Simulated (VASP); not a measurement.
# GeSb4Te4 (P-3m1) in VASP: single point with PBEsol

Aim: the single point of GeSb4Te4 with PBEsol.

Program: VASP 6.6.1. These are calculated values, not measurements. Logs are shortened: lines on timing, memory, paths and dates and some standing lists are left out, and cuts for length are marked.

### Step 1. The cell of the first run

Symmetry: P-3m1, No. 164, trigonal system. The conventional cell has a = 4.608 Å, b = 4.608 Å, c = 18.367 Å, α = 90.00°, β = 90.00°, γ = 120.00°. Within 4.2 Å of Ge (site symmetry -3m) lie 6 Te at 3.20 Å. Sb (site symmetry 3m) has 3 Sb at 3.15 Å and 3 Te at 3.71 Å within 4.1 Å. Within 4.3 Å of Sb (site symmetry 3m) lie 6 Te at 3.24 to 3.41 Å. Te (site symmetry 3m) has 3 Ge at 3.20 Å and 3 Sb at 3.41 Å within 4.2 Å. Within 4.3 Å of Te (site symmetry 3m) lie 6 Sb at 3.24 to 3.71 Å.

### Step 2. Single point, PBEsol (strain +0.080 along x and y, +0.080 along z)

Input file INCAR:

```
SYSTEM = GeSb4Te4
PREC     = Accurate       ! precision mode
ENCUT    = 520            ! plane-wave cutoff, eV
EDIFF    = 1E-6           ! SCF threshold, eV
ISMEAR   = 0              ! smearing method
SIGMA    = 0.15           ! smearing width, eV
LREAL    = .False.        ! projectors in reciprocal space
LASPH    = .True.         ! aspherical terms in the spheres
NELM     = 80             ! most SCF steps
ALGO     = Normal         ! electronic algorithm
ISIF     = 2              ! what is computed and relaxed
LWAVE    = .False.        ! write WAVECAR
LCHARG   = .False.        ! write CHGCAR
GGA      = PS             ! functional
NBANDS   = 39             ! bands
```

Input file KPOINTS:

```
regular mesh
0
Gamma
  12 12 4
  0 0 0
```

Input file POSCAR:

```
GeSb4Te4
1.0
    4.6079388383      0.0000000000      0.0000000000
   -2.3039694191      3.9905920931      0.0000000000
    0.0000000000      0.0000000000     18.3672431860
Ge Sb Te
1 4 4
Direct
    0.0000000000      0.0000000000      0.0000000000
    0.3333333333      0.6666666667      0.5458633036
    0.6666666667      0.3333333333      0.4541366964
    0.6666666667      0.3333333333      0.7873570402
    0.3333333333      0.6666666667      0.2126429598
    0.3333333333      0.6666666667      0.9032211307
    0.6666666667      0.3333333333      0.0967788693
    0.0000000000      0.0000000000      0.6867444281
    0.0000000000      0.0000000000      0.3132555719
```

Potentials or basis: VASP PAW PBE potentials, release 64 (Ge_d, Sb, Te).

On the command line:

```bash
$ cat potpaw_PBE.64/Ge_d/POTCAR potpaw_PBE.64/Sb/POTCAR potpaw_PBE.64/Te/POTCAR > POTCAR
$ mpirun -np 1 vasp_std > vasp.out
```

OUTCAR:

```text
SYSTEM = GeSb4Te4
   PREC = Accurate
   ENCUT = 520
   EDIFF = 1E-6
   ISMEAR = 0
   LREAL = .False.
   LASPH = .True.
   NELM = 80
   ISIF = 2
   GGA = PS

 ion  position               nearest neighbor table
   1  0.000  0.000  0.000-   6 3.20   7 3.20   7 3.20   6 3.20   7 3.20   6 3.20
   2  0.333  0.667  0.546-   3 3.15   3 3.15   3 3.15   8 3.71   8 3.71   8 3.71
   3  0.667  0.333  0.454-   2 3.15   2 3.15   2 3.15   9 3.71   9 3.71   9 3.71
   4  0.667  0.333  0.787-   8 3.24   8 3.24   8 3.24   6 3.41   6 3.41   6 3.41
   5  0.333  0.667  0.213-   9 3.24   9 3.24   9 3.24   7 3.41   7 3.41   7 3.41
   6  0.333  0.667  0.903-   1 3.20   1 3.20   1 3.20   4 3.41   4 3.41   4 3.41
   7  0.667  0.333  0.097-   1 3.20   1 3.20   1 3.20   5 3.41   5 3.41   5 3.41
   8  0.000  0.000  0.687-   4 3.24   4 3.24   4 3.24   2 3.71   2 3.71   2 3.71
   9  0.000  0.000  0.313-   5 3.24   5 3.24   5 3.24   3 3.71   3 3.71   3 3.71

  LATTYP: Found a hexagonal cell.
 ALAT       =     4.6079388383
 C/A-ratio  =     3.9859997779

  Lattice vectors:

 A1 = (   4.6079388383,   0.0000000000,   0.0000000000)
 A2 = (  -2.3039694191,   3.9905920931,   0.0000000000)
 A3 = (   0.0000000000,   0.0000000000,  18.3672431860)

Analysis of symmetry for initial positions (statically):
=====================================================================
 Subroutine PRICEL returns:
 Original cell was already a primitive cell.

 Routine SETGRP: Setting up the symmetry group for a
 hexagonal supercell.

 Subroutine GETGRP returns: Found 12 space group operations
 (whereof 12 operations were pure point group operations)
 out of a pool of 24 trial point group operations.

The static configuration has the point symmetry D_3d.

Analysis of symmetry for dynamics (positions and initial velocities):
=====================================================================
 Subroutine PRICEL returns:
 Original cell was already a primitive cell.

 Routine SETGRP: Setting up the symmetry group for a
 hexagonal supercell.

 Subroutine GETGRP returns: Found 12 space group operations
 (whereof 12 operations were pure point group operations)
 out of a pool of 24 trial point group operations.

The dynamic configuration has the point symmetry D_3d.

 Subroutine INISYM returns: Found 12 space group operations
 (whereof 12 operations are pure point group operations),
 and found     1 'primitive' translations

----------------------------------------------------------------------------------------

                                     Primitive cell

  volume of cell :     337.7443

  direct lattice vectors                    reciprocal lattice vectors
     4.607938838  0.000000000  0.000000000     0.217016769  0.125294690  0.000000000
    -2.303969419  3.990592093  0.000000000     0.000000000  0.250589380  0.000000000
     0.000000000  0.000000000 18.367243186     0.000000000  0.000000000  0.054444752

  length of vectors
     4.607938838  4.607938838 18.367243186     0.250589380  0.250589380  0.054444752

  position of ions in fractional coordinates (direct lattice)
     0.000000000  0.000000000  0.000000000
     0.333333333  0.666666667  0.545863304
     0.666666667  0.333333333  0.454136696
     0.666666667  0.333333333  0.787357040
     0.333333333  0.666666667  0.212642960
     0.333333333  0.666666667  0.903221131
     0.666666667  0.333333333  0.096778869
     0.000000000  0.000000000  0.686744428
     0.000000000  0.000000000  0.313255572

  ion indices of the primitive-cell ions
   primitive index   ion index
                 1           1
                 2           2
                 3           3
                 4           4
                 5           5
                 6           6
                 7           7
                 8           8
                 9           9

----------------------------------------------------------------------------------------

 KPOINTS: regular mesh

Automatic generation of k-mesh.
 Grid dimensions read from file:
 generate k-points for:   12   12    4

 Generating k-lattice:

  Cartesian coordinates                     Fractional coordinates (reciprocal lattice)
     0.018084731  0.010441224  0.000000000     0.083333333  0.000000000  0.000000000
     0.000000000  0.020882448  0.000000000     0.000000000  0.083333333  0.000000000
     0.000000000  0.000000000  0.013611188     0.000000000  0.000000000  0.250000000

  Length of vectors
     0.020882448  0.020882448  0.013611188

  Shift w.r.t. Gamma in fractional coordinates (k-lattice)
     0.000000000  0.000000000  0.000000000

 Subroutine IBZKPT returns following result:
 ===========================================

 Found     69 irreducible k-points:

 Following reciprocal coordinates:
            Coordinates               Weight
  0.000000  0.000000  0.000000      1.000000
  0.083333  0.000000  0.000000      6.000000
  0.166667  0.000000  0.000000      6.000000
  0.250000  0.000000  0.000000      6.000000
  0.333333  0.000000  0.000000      6.000000
  0.416667  0.000000  0.000000      6.000000
[... 16 lines left out ...]
  0.166667  0.000000  0.250000      6.000000
  0.000000  0.166667  0.250000      6.000000
 [... further k-points ...]
   k-points           NKPTS =     69   k-points in BZ     NKDIM =     69   number of bands    NBANDS=     39
   number of dos      NEDOS =    301   number of ions     NIONS =      9
   total plane-waves  NPLWV = 181440
   dimension x,y,z NGX =    36 NGY =   36 NGZ =  140
   dimension x,y,z NGXF=    72 NGYF=   72 NGZF=  280
   ions per type =               1   4   4
   NGX,Y,Z   is equivalent  to a cutoff of  12.99, 12.99, 12.67 a.u.
   NGXF,Y,Z  is equivalent  to a cutoff of  25.98, 25.98, 25.34 a.u.
 SYSTEM =  GeSb4Te4
   PREC   = accura    normal or accurate (medium, high low for compatibility)
   ISTART =      0    job   : 0-new  1-cont  2-samecut
   ICHARG =      2    charge: 1-file 2-atom 10-const
   ISPIN  =      1    spin polarized calculation?
   LNONCOLLINEAR =      F non collinear calculations
   LSORBIT =      F    spin-orbit coupling
   LASPH  =      T    aspherical Exc in radial PAW
   ENCUT  =  520.0 eV  38.22 Ry    6.18 a.u.   8.57  8.57 34.15*2*pi/ulx,y,z
   NELM   =     80;   NELMIN=  2; NELMDL= -5     # of ELM steps
   EDIFF  = 0.1E-05   stopping-criterion for ELM
   LREAL  =      F    real-space projection
   EDIFFG = 0.1E-04   stopping-criterion for IOM
   NSW    =      0    number of steps for IOM
   IBRION =     -1    ionic relax: 0-MD 1-quasi-New 2-CG
   NFREE  =      0    steps in history (QN), initial steepest desc. (CG)
   ISIF   =      2    stress and relaxation
   ISYM   =      2    0-nonsym 1-usesym 2-fastsym
   POTIM  = 0.5000    time-step for ionic-motion
   TEBEG  =    0.0;   TEEND  =   0.0 temperature during run
   PSTRESS=    0.0 pullay stress
   NELECT =      58.0000    total number of electrons
   NUPDOWN=      -1.0000    fix difference up-down
   EMIN   =  10.00;   EMAX   =-10.00  energy-range for DOS
   EFERMI =   0.00;   METHOD = LEGACY
   ISMEAR =     0;   SIGMA  =   0.15  broadening in eV -4-tet -1-fermi 0-gaus
   EFERMI_NEDOS =   21; number of points for ismear=-14 and -15
   IALGO  =     38    algorithm
   IMIX   =      4    mixing-type and parameters
     AMIX     =   0.40;   BMIX     =  1.00
     AMIX_MAG =   1.60;   BMIX_MAG =  1.00
  volume/ion in A,a.u.               =      37.53       253.25
  Fermi-wavevector in a.u.,A,eV,Ry     =   0.909958  1.719572 11.265952  0.828024
  Thomas-Fermi vector in A             =   2.034064
   LORBIT       =      0    0 simple, 1 ext, 2 COOP (PROOUT), +10 PAW based schemes
   GGA     = PS    functional components
   LHFCALC =     F    Hartree Fock is set to
   AEXX    =    0.0000 exact exchange contribution
   IVDW    =     0    specifies the selected vdW correction
   LEPSILON=     F    determine dielectric tensor
   LRPA    =     F    only Hartree local field effects (RPA)
 non-spin polarized calculation
 Gauss-broadening in eV      SIGMA  =   0.15
  energy-cutoff  :      520.00
  volume of cell :      337.74
 maximum number of plane-waves:      9140
 NGX is ok and might be reduce to    36
   NGX = 17   NGY = 17   NGZ = 69

 number of electron      57.9999998 magnetization

 Free energy of the ion-electron system (eV)
  ---------------------------------------------------
  ext. energy  EPLUGINS =         0.00000000
  ---------------------------------------------------
  free energy    TOTEN  =       -35.96651605 eV

  energy without entropy =      -35.96209135  energy(sigma->0) =      -35.96430370

 E-fermi :   4.2328     XC(G=0):  -8.7441

 val. band max:        4.1770793721   @ k =   0.0000   0.0000   0.0000
 cond. band min:       4.3037557740   @ k =   0.0833   0.0000   0.5000
 fundamental gap:      0.1266764019
 Fermi energy:         4.2328071630

 k-point     1 :       0.0000    0.0000    0.0000
  band No.  band energies     occupation
      1     -20.8129      2.00000
      2     -20.8126      2.00000
      3     -20.8126      2.00000
      4     -20.8105      2.00000
      5     -20.8105      2.00000
      6      -7.6983      2.00000
[... 31 lines left out ...]
     38       5.7897      0.00000
     39       6.1621      0.00000

 k-point     2 :       0.0833    0.0000    0.0000
  band No.  band energies     occupation
      1     -20.8129      2.00000
      2     -20.8126      2.00000
      3     -20.8126      2.00000
      4     -20.8105      2.00000
      5     -20.8105      2.00000
      6      -7.6526      2.00000
[... 913 lines left out ...]
     38       6.3932      0.00000
     39       6.5124      0.00000

 k-point    24 :       0.0000    0.1667    0.2500
  band No.  band energies     occupation
      1     -20.8128      2.00000
      2     -20.8127      2.00000
      3     -20.8126      2.00000
      4     -20.8105      2.00000
      5     -20.8103      2.00000
      6      -7.5114      2.00000
[... 31 lines left out ...]
     38       6.4394      0.00000
     39       6.5119      0.00000

 [... further k-points ...]

------------------------ aborting loop because EDIFF is reached ----------------------------------------

  FORCE on cell =-STRESS in cart. coord.  units (eV):
  Direction    XX          YY          ZZ          XY          YZ          ZX
  --------------------------------------------------------------------------------------
  -------------------------------------------------------------------------------------
  Total      -16.3422870    -16.3422870    -16.4335590     -0.0000000      0.0000000     -0.0000000
  in kB      -77.5238613    -77.5238613    -77.9568336     -0.0000000      0.0000000     -0.0000000
  external PRESSURE =     -77.6681854 kB  Pullay stress =       0.0000000 kB

 VOLUME and BASIS-vectors are now :
 -----------------------------------------------------------------------------
  energy-cutoff  :      520.00
  volume of cell :      337.74
      direct lattice vectors                 reciprocal lattice vectors
     4.607938838  0.000000000  0.000000000     0.217016769  0.125294690  0.000000000
    -2.303969419  3.990592093  0.000000000     0.000000000  0.250589380  0.000000000
     0.000000000  0.000000000 18.367243186     0.000000000  0.000000000  0.054444752

 POSITION                                       TOTAL-FORCE (eV/Angst)
 -----------------------------------------------------------------------------------
      0.00000      0.00000      0.00000         0.000000      0.000000     -0.000000
     -0.00000      2.66039     10.02600        -0.000000     -0.000000     -0.957969
      2.30397      1.33020      8.34124         0.000000      0.000000      0.957969
      2.30397      1.33020     14.46158         0.000000     -0.000000     -0.439973
     -0.00000      2.66039      3.90566        -0.000000      0.000000      0.439973
     -0.00000      2.66039     16.58968        -0.000000      0.000000     -0.070478
      2.30397      1.33020      1.77756         0.000000     -0.000000      0.070478
      0.00000      0.00000     12.61360        -0.000000      0.000000      0.945459
      0.00000      0.00000      5.75364         0.000000      0.000000     -0.945459
 -----------------------------------------------------------------------------------
    total drift:                                0.000000      0.000000      0.000000

  FREE ENERGIE OF THE ION-ELECTRON SYSTEM (eV)
  ---------------------------------------------------
  free  energy   TOTEN  =       -35.9665160501 eV

  energy  without entropy=      -35.9620913498  energy(sigma->0) =      -35.96430370
```

It took 28 min on 1 thread of Oxide Virtual Turin-like, shared host; peak memory 0.96 GiB.

What came out:

```
Free energy            : -35.9665 eV
Pressure               : -7.8 GPa
Largest force          : 0.958 eV/Å
Band gap on the k mesh : 0.13 eV (least direct gap 0.15 eV)
```

Forces in eV/Å, atoms in the order of the input:
```
Ge   0.000  0.000  0.000
Sb   0.000  0.000 -0.958
Sb   0.000  0.000  0.958
Sb   0.000  0.000 -0.440
Sb   0.000  0.000  0.440
Te   0.000  0.000 -0.070
Te   0.000  0.000  0.070
Te   0.000  0.000  0.945
Te   0.000  0.000 -0.945
```

Levels at points of the mesh, in eV from the valence-band top:
```csv
k point,band 26,band 27,band 28,band 29,band 30,band 31,band 32,band 33
"(0.00, 0.00, 0.00)",-1.14,-0.69,-0.69,0.00,0.21,0.31,0.31,0.83
"(0.50, 0.00, 0.00)",-1.34,-1.22,-0.91,-0.86,0.49,0.86,0.88,0.97
"(0.00, 0.00, 0.50)",-1.07,-0.72,-0.72,-0.12,0.43,0.43,0.46,0.66
"(0.50, 0.00, 0.50)",-1.81,-1.45,-1.00,-0.41,0.19,0.60,1.23,1.48
```

Caveat: the cell differs from its parent crystal (strain +0.080 along x and y, +0.080 along z); the cell stands under tension; semilocal functionals underestimate gaps, and a narrow one can read as zero; the PAW data sets were made with another functional, which shifts forces and pressure a little; spin-orbit coupling is left out, which moves the levels of the heavy elements.
